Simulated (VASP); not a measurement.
# Rh (Im-3m) in VASP: single point with r2SCAN

Aim: the single point of Rh with r2SCAN.

All numbers are computed with VASP 6.6.1; they aren't measurements. Logs are shortened: lines on timing, memory, paths and dates and some standing lists are left out, and cuts for length are marked.

**1. The cell of the first run**

The structure is cubic, space group Im-3m (No. 229). The conventional cell has a = 3.044 Å, b = 3.044 Å, c = 3.044 Å, α = 90.00°, β = 90.00°, γ = 90.00°. Rh (site symmetry m-3m) has 14 Rh at 2.64 to 3.04 Å within 3.5 Å.

This isn't the form of Rh at room conditions, which is fcc.

**2. Single point, r2SCAN**

Input file POSCAR:

```
Rh
1.0
    1.5218991033      1.5218991033      1.5218991033
   -1.5218991033      1.5218991033      1.5218991033
   -1.5218991033     -1.5218991033      1.5218991033
Rh
1
Direct
    0.0000000000      0.0000000000      0.0000000000
```

Input file INCAR.step1:

```
SYSTEM = Rh
ALGO = Normal
EDIFF = 1E-5
ENCUT = 680
GGA = PE
GGA_COMPAT = .False.
ISMEAR = 0
LASPH = .True.
LCHARG = .False.
LREAL = .False.
LWAVE = .True.
NBANDS = 14
NELM = 120
PREC = Accurate
SIGMA = 0.1
```

Input file INCAR.step2:

```
SYSTEM = Rh
ALGO = Normal
EDIFF = 1E-6
ENCUT = 680
GGA_COMPAT = .False.
ISIF = 2
ISMEAR = 0
ISTART = 1
LASPH = .True.
LCHARG = .False.
LMIXTAU = .True.
LREAL = .False.
LWAVE = .False.
METAGGA = R2SCAN
NBANDS = 14
NELM = 120
PREC = Accurate
SIGMA = 0.1
```

Input file KPOINTS:

```
k-points
0
Gamma
  10 10 10
  0 0 0
```

Potentials or basis: VASP PAW PBE potentials, release 64 (Rh_sv_GW).

Command:

```bash
$ cat potpaw_PBE.64/Rh_sv_GW/POTCAR > POTCAR
$ cp INCAR.step1 INCAR
$ mpirun -np 1 vasp_std > vasp.out
$ cp INCAR.step2 INCAR
$ mpirun -np 1 vasp_std > vasp.out
```

OUTCAR:

```text
SYSTEM = Rh
   EDIFF = 1E-6
   ENCUT = 680
   ISIF = 2
   ISMEAR = 0
   ISTART = 1
   LASPH = .True.
   LREAL = .False.
   METAGGA = R2SCAN
   NELM = 120
   PREC = Accurate

 ion  position               nearest neighbor table
   1  0.000  0.000  0.000-

  LATTYP: Found a body centered cubic cell.
 ALAT       =     3.0437982066

  Lattice vectors:

 A1 = (   1.5218991033,  -1.5218991033,  -1.5218991033)
 A2 = (   1.5218991033,   1.5218991033,   1.5218991033)
 A3 = (  -1.5218991033,  -1.5218991033,   1.5218991033)

Analysis of symmetry for initial positions (statically):
=====================================================================
 Subroutine PRICEL returns:
 Original cell was already a primitive cell.

 Routine SETGRP: Setting up the symmetry group for a
 body centered cubic supercell.

 Subroutine GETGRP returns: Found 48 space group operations
 (whereof 48 operations were pure point group operations)
 out of a pool of 48 trial point group operations.

The static configuration has the point symmetry O_h .

Analysis of symmetry for dynamics (positions and initial velocities):
=====================================================================
 Subroutine PRICEL returns:
 Original cell was already a primitive cell.

 Routine SETGRP: Setting up the symmetry group for a
 body centered cubic supercell.

 Subroutine GETGRP returns: Found 48 space group operations
 (whereof 48 operations were pure point group operations)
 out of a pool of 48 trial point group operations.

The dynamic configuration has the point symmetry O_h .

 Subroutine INISYM returns: Found 48 space group operations
 (whereof 48 operations are pure point group operations),
 and found     1 'primitive' translations

----------------------------------------------------------------------------------------

                                     Primitive cell

  volume of cell :      14.1000

  direct lattice vectors                    reciprocal lattice vectors
     1.521899103  1.521899103  1.521899103     0.328536891  0.000000000  0.328536891
    -1.521899103  1.521899103  1.521899103    -0.328536891  0.328536891  0.000000000
    -1.521899103 -1.521899103  1.521899103     0.000000000 -0.328536891  0.328536891

  length of vectors
     2.636006571  2.636006571  2.636006571     0.464621327  0.464621327  0.464621327

  position of ions in fractional coordinates (direct lattice)
     0.000000000  0.000000000  0.000000000

  ion indices of the primitive-cell ions
   primitive index   ion index
                 1           1

----------------------------------------------------------------------------------------

 KPOINTS: k-points

Automatic generation of k-mesh.
 Grid dimensions read from file:
 generate k-points for:   10   10   10

 Generating k-lattice:

  Cartesian coordinates                     Fractional coordinates (reciprocal lattice)
     0.032853689  0.000000000  0.032853689     0.100000000  0.000000000  0.000000000
    -0.032853689  0.032853689  0.000000000     0.000000000  0.100000000  0.000000000
     0.000000000 -0.032853689  0.032853689     0.000000000  0.000000000  0.100000000

  Length of vectors
     0.046462133  0.046462133  0.046462133

  Shift w.r.t. Gamma in fractional coordinates (k-lattice)
     0.000000000  0.000000000  0.000000000

 Subroutine IBZKPT returns following result:
 ===========================================

 Found     47 irreducible k-points:

 Following reciprocal coordinates:
            Coordinates               Weight
  0.000000  0.000000  0.000000      1.000000
  0.100000  0.000000  0.000000     12.000000
  0.200000  0.000000  0.000000     12.000000
  0.300000  0.000000  0.000000     12.000000
  0.400000  0.000000  0.000000     12.000000
  0.500000  0.000000  0.000000      6.000000
[... 16 lines left out ...]
  0.100000  0.300000  0.100000      8.000000
  0.500000  0.300000  0.100000     24.000000
 [... further k-points ...]
   k-points           NKPTS =     47   k-points in BZ     NKDIM =     47   number of bands    NBANDS=     14
   number of dos      NEDOS =    301   number of ions     NIONS =      1
   total plane-waves  NPLWV =  13824
   dimension x,y,z NGX =    24 NGY =   24 NGZ =   24
   dimension x,y,z NGXF=    48 NGYF=   48 NGZF=   48
   ions per type =               1
   NGX,Y,Z   is equivalent  to a cutoff of  15.14, 15.14, 15.14 a.u.
   NGXF,Y,Z  is equivalent  to a cutoff of  30.27, 30.27, 30.27 a.u.
 SYSTEM =  Rh
   PREC   = accura    normal or accurate (medium, high low for compatibility)
   ISTART =      1    job   : 0-new  1-cont  2-samecut
   ICHARG =      0    charge: 1-file 2-atom 10-const
   ISPIN  =      1    spin polarized calculation?
   LNONCOLLINEAR =      F non collinear calculations
   LSORBIT =      F    spin-orbit coupling
   LASPH  =      T    aspherical Exc in radial PAW
   ENCUT  =  680.0 eV  49.98 Ry    7.07 a.u.   5.60  5.60  5.60*2*pi/ulx,y,z
   NELM   =    120;   NELMIN=  2; NELMDL=  0     # of ELM steps
   EDIFF  = 0.1E-05   stopping-criterion for ELM
   LREAL  =      F    real-space projection
   EDIFFG = 0.1E-04   stopping-criterion for IOM
   NSW    =      0    number of steps for IOM
   IBRION =     -1    ionic relax: 0-MD 1-quasi-New 2-CG
   NFREE  =      0    steps in history (QN), initial steepest desc. (CG)
   ISIF   =      2    stress and relaxation
   ISYM   =      2    0-nonsym 1-usesym 2-fastsym
   POTIM  = 0.5000    time-step for ionic-motion
   TEBEG  =    0.0;   TEEND  =   0.0 temperature during run
   PSTRESS=    0.0 pullay stress
   NELECT =      17.0000    total number of electrons
   NUPDOWN=      -1.0000    fix difference up-down
   EMIN   =  10.00;   EMAX   =-10.00  energy-range for DOS
   EFERMI =   0.00;   METHOD = LEGACY
   ISMEAR =     0;   SIGMA  =   0.10  broadening in eV -4-tet -1-fermi 0-gaus
   EFERMI_NEDOS =   21; number of points for ismear=-14 and -15
   IALGO  =     38    algorithm
   IMIX   =      4    mixing-type and parameters
     AMIX     =   0.40;   BMIX     =  1.00
     AMIX_MAG =   1.60;   BMIX_MAG =  1.00
  volume/ion in A,a.u.               =      14.10        95.15
  Fermi-wavevector in a.u.,A,eV,Ry     =   1.742416  3.292690 41.307490  3.036015
  Thomas-Fermi vector in A             =   2.814685
   LORBIT       =      0    0 simple, 1 ext, 2 COOP (PROOUT), +10 PAW based schemes
   METAGGA = R2SCAN    functional components
   LHFCALC =     F    Hartree Fock is set to
   AEXX    =    0.0000 exact exchange contribution
   IVDW    =     0    specifies the selected vdW correction
   LEPSILON=     F    determine dielectric tensor
   LRPA    =     F    only Hartree local field effects (RPA)
 non-spin polarized calculation
 Gauss-broadening in eV      SIGMA  =   0.10
  energy-cutoff  :      680.00
  volume of cell :       14.10
 maximum number of plane-waves:       586
 NGX is ok and might be reduce to    24
   NGX = 11   NGY = 11   NGZ = 11

 number of electron      17.0000003 magnetization

 Free energy of the ion-electron system (eV)
  ---------------------------------------------------
  ext. energy  EPLUGINS =         0.00000000
  ---------------------------------------------------
  free energy    TOTEN  =       -22.93053913 eV

  energy without entropy =      -22.92019126  energy(sigma->0) =      -22.92536519

 E-fermi :  10.0763     XC(G=0): -15.0357

 val. band max:       10.0301062048   @ k =   0.4000   0.1000   0.0000
 cond. band min:      10.0898602448   @ k =   0.2000   0.1000   0.1000
 fundamental gap:      0.0597540400
 Fermi energy:        10.0762606989

 k-point     1 :       0.0000    0.0000    0.0000
  band No.  band energies     occupation
      1     -70.6363      2.00000
      2     -37.3086      2.00000
      3     -37.3086      2.00000
      4     -37.3086      2.00000
      5       2.3445      2.00000
      6       7.1600      2.00000
      7       7.1600      2.00000
      8       7.1600      2.00000
      9       9.5963      2.00000
     10       9.5963      2.00000
     11      29.1872      0.00000
     12      29.1872      0.00000
     13      29.1872      0.00000
     14      39.7338      0.00000

 k-point     2 :       0.1000    0.0000    0.0000
  band No.  band energies     occupation
      1     -70.6249      2.00000
      2     -37.3804      2.00000
      3     -37.3324      2.00000
      4     -37.3087      2.00000
      5       2.7683      2.00000
      6       6.9915      2.00000
      7       7.1549      2.00000
      8       7.5003      2.00000
      9       9.4036      2.00000
     10       9.6097      2.00000
     11      29.3032      0.00000
     12      29.3141      0.00000
     13      29.7893      0.00000
     14      37.2015      0.00000

 k-point     3 :       0.2000    0.0000    0.0000
  band No.  band energies     occupation
      1     -70.5951      2.00000
      2     -37.5661      2.00000
      3     -37.3943      2.00000
      4     -37.3088      2.00000
      5       3.8126      2.00000
      6       6.5745      2.00000
      7       7.1761      2.00000
      8       8.4602      2.00000
      9       9.1762      2.00000
     10       9.6643      2.00000
     11      28.3884      0.00000
     12      28.8786      0.00000
     13      31.4388      0.00000
     14      35.9495      0.00000
[... 324 lines left out ...]
 k-point    23 :       0.1000    0.3000    0.1000
  band No.  band energies     occupation
      1     -70.5794      2.00000
      2     -37.6735      2.00000
      3     -37.3636      2.00000
      4     -37.3636      2.00000
      5       4.4970      2.00000
      6       6.4449      2.00000
      7       6.4449      2.00000
      8       9.4797      2.00000
      9       9.4797      2.00000
     10       9.6753      2.00000
     11      28.1884      0.00000
     12      28.1884      0.00000
     13      31.1398      0.00000
     14      31.8736      0.00000

 k-point    24 :       0.5000    0.3000    0.1000
  band No.  band energies     occupation
      1     -70.4985      2.00000
      2     -37.9066      2.00000
      3     -37.6935      2.00000
      4     -37.4280      2.00000
      5       5.6424      2.00000
      6       5.9658      2.00000
      7       7.0501      2.00000
      8       9.1978      2.00000
      9      10.4740      0.00000
     10      15.1461      0.00000
     11      22.0988      0.00000
     12      23.0145      0.00000
     13      30.9161      0.00000
     14      32.0103      0.00000

 [... further k-points ...]

------------------------ aborting loop because EDIFF is reached ----------------------------------------

  FORCE on cell =-STRESS in cart. coord.  units (eV):
  Direction    XX          YY          ZZ          XY          YZ          ZX
  --------------------------------------------------------------------------------------
  -------------------------------------------------------------------------------------
  Total        0.0134229      0.0134229      0.0134229     -0.0000000     -0.0000000      0.0000000
  in kB        1.5252462      1.5252462      1.5252462     -0.0000000     -0.0000000      0.0000000
  external PRESSURE =       1.5252462 kB  Pullay stress =       0.0000000 kB

 VOLUME and BASIS-vectors are now :
 -----------------------------------------------------------------------------
  energy-cutoff  :      680.00
  volume of cell :       14.10
      direct lattice vectors                 reciprocal lattice vectors
     1.521899103  1.521899103  1.521899103     0.328536891  0.000000000  0.328536891
    -1.521899103  1.521899103  1.521899103    -0.328536891  0.328536891  0.000000000
    -1.521899103 -1.521899103  1.521899103     0.000000000 -0.328536891  0.328536891

 POSITION                                       TOTAL-FORCE (eV/Angst)
 -----------------------------------------------------------------------------------
      0.00000      0.00000      0.00000        -0.000000      0.000000      0.000000
 -----------------------------------------------------------------------------------
    total drift:                               -0.000000     -0.000000      0.000000

  FREE ENERGIE OF THE ION-ELECTRON SYSTEM (eV)
  ---------------------------------------------------
  free  energy   TOTEN  =       -22.9305391253 eV

  energy  without entropy=      -22.9201912571  energy(sigma->0) =      -22.92536519
```

It took 36 s on 1 thread of AMD EPYC 9R45 (Zen 5), shared host; peak memory 0.13 GiB.

What came out:

```
Free energy            : -22.9305 eV
Pressure               : 0.2 GPa
Band gap on the k mesh : zero (an odd number of electrons rules out a gap without spin polarisation)
```

Caveat: the PAW data sets were made with another functional, which shifts forces and pressure a little.

The gap in the log of VASP goes by the Fermi energy; the results here count the filled bands.